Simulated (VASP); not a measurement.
# Ta (I4/mmm) in VASP: notebook, part 2 of 2

VASP 6.6.1. The steps go on from the part before.

### Step 4. Single point, PBEsol (strain -0.0300 x Voigt [1, 0, 0, 0, 0, 0])

Contents of INCAR:

```
PREC = Accurate ; ENCUT = 520
EDIFF = 1E-7 ; ISMEAR = 0
SIGMA = 0.15 ; LREAL = False
LASPH = True ; NELM = 100
ALGO = Normal ; ISIF = 2
LWAVE = False ; LCHARG = False
GGA = PS ; NBANDS = 12
```

Contents of KPOINTS:

```
regular mesh
0
Gamma
  20 20 20
```

Contents of POSCAR:

```
Ta
1.0
   -1.6017416000      1.6512800000      1.6512800000
    1.6017416000     -1.6512800000      1.6512800000
    1.6017416000      1.6512800000     -1.6512800000
Ta
1
Direct
    0.0000000000      0.0000000000      0.0000000000
```

Potentials or basis: VASP PAW PBE potentials, release 64 (Ta_pv).

On the command line:

```console
cat potpaw_PBE.64/Ta_pv/POTCAR > POTCAR
mpirun -np 1 vasp_std > vasp.out
```

OUTCAR:

```text
PREC = Accurate
   ENCUT = 520
   EDIFF = 1E-7
   ISMEAR = 0
   LREAL = False
   LASPH = True
   NELM = 100
   ISIF = 2
   GGA = PS

 ion  position               nearest neighbor table
   1  0.000  0.000  0.000-

  LATTYP: Found a body centered tetragonal cell.
 ALAT       =     3.3025600000
 C/A-ratio  =     0.9700000000

  Lattice vectors:

 A1 = (  -1.6017416000,   1.6512800000,  -1.6512800000)
 A2 = (  -1.6017416000,  -1.6512800000,   1.6512800000)
 A3 = (   1.6017416000,   1.6512800000,   1.6512800000)

Analysis of symmetry for initial positions (statically):
=====================================================================
 Subroutine PRICEL returns:
 Original cell was already a primitive cell.

 Routine SETGRP: Setting up the symmetry group for a
 body centered tetragonal supercell.

 Subroutine GETGRP returns: Found 16 space group operations
 (whereof 16 operations were pure point group operations)
 out of a pool of 16 trial point group operations.

The static configuration has the point symmetry D_4h.

Analysis of symmetry for dynamics (positions and initial velocities):
=====================================================================
[... 162 lines left out ...]
 Fermi energy:         5.5591936070

 k-point     1 :       0.0000    0.0000    0.0000
  band No.  band energies     occupation
      1     -27.3376      2.00000
      2     -27.3376      2.00000
      3     -27.3290      2.00000
      4      -2.4765      2.00000
      5       6.0254      0.00001
      6       6.4329      0.00000
      7       6.4329      0.00000
      8       9.3748      0.00000
      9       9.9413      0.00000
     10      20.5749      0.00000
     11      20.5749      0.00000
     12      21.1487      0.00000
[... 331 lines left out ...]
 k-point    24 :       0.1000    0.1000    0.0000
  band No.  band energies     occupation
      1     -27.7053      2.00000
      2     -27.4225      2.00000
      3     -27.3651      2.00000
      4      -1.1901      2.00000
      5       5.5477      1.08629
      6       5.8157      0.01558
      7       7.7479      0.00000
      8       8.6349      0.00000
      9       9.9533      0.00000
     10      20.3327      0.00000
     11      21.7430      0.00000
     12      22.6444      0.00000

 [... further k-points ...]
[... 5 lines left out ...]
  --------------------------------------------------------------------------------------
  -------------------------------------------------------------------------------------
  Total        0.5902955      0.1626616      0.1626616      0.0000000      0.0000000      0.0000000
  in kB       54.1359991     14.9176997     14.9176997      0.0000000      0.0000000      0.0000000
  external PRESSURE =      27.9904661 kB  Pullay stress =       0.0000000 kB

 VOLUME and BASIS-vectors are now :
 -----------------------------------------------------------------------------
  energy-cutoff  :      520.00
  volume of cell :       17.47
      direct lattice vectors                 reciprocal lattice vectors
    -1.601741600  1.651280000  1.651280000     0.000000000  0.302795407  0.302795407
     1.601741600 -1.651280000  1.651280000     0.312160214  0.000000000  0.302795407
     1.601741600  1.651280000 -1.651280000     0.312160214  0.302795407  0.000000000

 POSITION                                       TOTAL-FORCE (eV/Angst)
 -----------------------------------------------------------------------------------
      0.00000      0.00000      0.00000         0.000000      0.000000     -0.000000
 -----------------------------------------------------------------------------------
    total drift:                                0.000000      0.000000     -0.000000

  FREE ENERGIE OF THE ION-ELECTRON SYSTEM (eV)
  ---------------------------------------------------
  free  energy   TOTEN  =       -12.5522596809 eV

  energy  without entropy=      -12.5377677059  energy(sigma->0) =      -12.54501369
```

OSZICAR:

```text
N       E                     dE             d eps       ncg     rms          rms(c)
DAV:   1     0.599490918890E+02    0.59949E+02   -0.61018E+03 15412   0.881E+02
DAV:   2    -0.120156410475E+02   -0.71965E+02   -0.70134E+02 17136   0.246E+02
DAV:   3    -0.130388605243E+02   -0.10232E+01   -0.10148E+01 18508   0.274E+01
DAV:   4    -0.130413645445E+02   -0.25040E-02   -0.25039E-02 16920   0.151E+00
DAV:   5    -0.130413720746E+02   -0.75301E-05   -0.75300E-05 18368   0.794E-02    0.146E+01
DAV:   6    -0.126690838593E+02    0.37229E+00   -0.29043E-01 18180   0.571E+00    0.713E+00
DAV:   7    -0.125538710238E+02    0.11521E+00   -0.26021E-01 17988   0.501E+00    0.369E-01
DAV:   8    -0.125523033465E+02    0.15677E-02   -0.72247E-03 16412   0.756E-01    0.134E-01
DAV:   9    -0.125522629237E+02    0.40423E-04   -0.12104E-04 17904   0.118E-01    0.240E-02
DAV:  10    -0.125522598480E+02    0.30757E-05   -0.30422E-06 17008   0.190E-02    0.299E-03
DAV:  11    -0.125522597272E+02    0.12073E-06   -0.85028E-08 11884   0.323E-03    0.348E-04
DAV:  12    -0.125522596809E+02    0.46329E-07   -0.49432E-09  8828   0.810E-04
   1 F= -.12552260E+02 E0= -.12545014E+02  d E =-.144920E-01
```

Run time: 35 s. Hardware: 1 thread of Intel Xeon 6975P-C (Granite Rapids), shared host; peak memory 0.25 GiB.

What came out:

| Quantity | Value |
| --- | --- |
| Free energy | -12.5523 eV |
| Pressure | 2.8 GPa |

Stress tensor (GPa, compression positive):
```
5.41 0.00 0.00
0.00 1.49 0.00
0.00 0.00 1.49
```

Levels at points of the mesh, in eV from the Fermi level:
| k point | band 4 | band 5 | band 6 | band 7 | band 8 | band 9 |
| --- | --- | --- | --- | --- | --- | --- |
| (0.00, 0.00, 0.00) | -8.04 | 0.47 | 0.87 | 0.87 | 3.82 | 4.38 |
| (0.50, 0.00, 0.00) | -4.53 | -1.35 | 1.61 | 3.65 | 4.89 | 8.06 |
| (0.00, 0.50, 0.00) | -4.51 | -1.77 | 1.85 | 4.11 | 5.25 | 8.14 |
| (0.50, 0.50, 0.50) | -4.03 | -3.94 | 7.06 | 7.06 | 7.20 | 8.69 |

Caveat: the cell differs from its parent crystal (strain -0.0300 x Voigt [1, 0, 0, 0, 0, 0]); the PAW data sets were made with another functional, which shifts forces and pressure a little; spin-orbit coupling is left out, which moves the levels of the heavy elements.

### Step 5. Overview

```csv
cell,gap on the mesh (eV),pressure (GPa)
"a = 2.918 Å, angles 106.3, 111.1, 111.1°, 1 atom",none,-13.6
"a = 2.818 Å, angles 111.9, 108.3, 108.3°, 1 atom",none,6.4
"a = 2.832 Å, angles 111.1, 108.7, 108.7°, 1 atom",none,2.8
```

Alike in all rows: task single point; level PBEsol; potentials or basis VASP PAW PBE potentials, release 64 (Ta_pv); no spin polarisation; k mesh 20 × 20 × 20; cutoff (eV) 520; smearing gaussian 0.15 eV.

Caveats: the PAW data sets were made with another functional, which shifts forces and pressure a little; spin-orbit coupling is left out, which moves the levels of the heavy elements.

Total energies depend on the potentials used, so only differences within one code and one set of settings carry meaning.
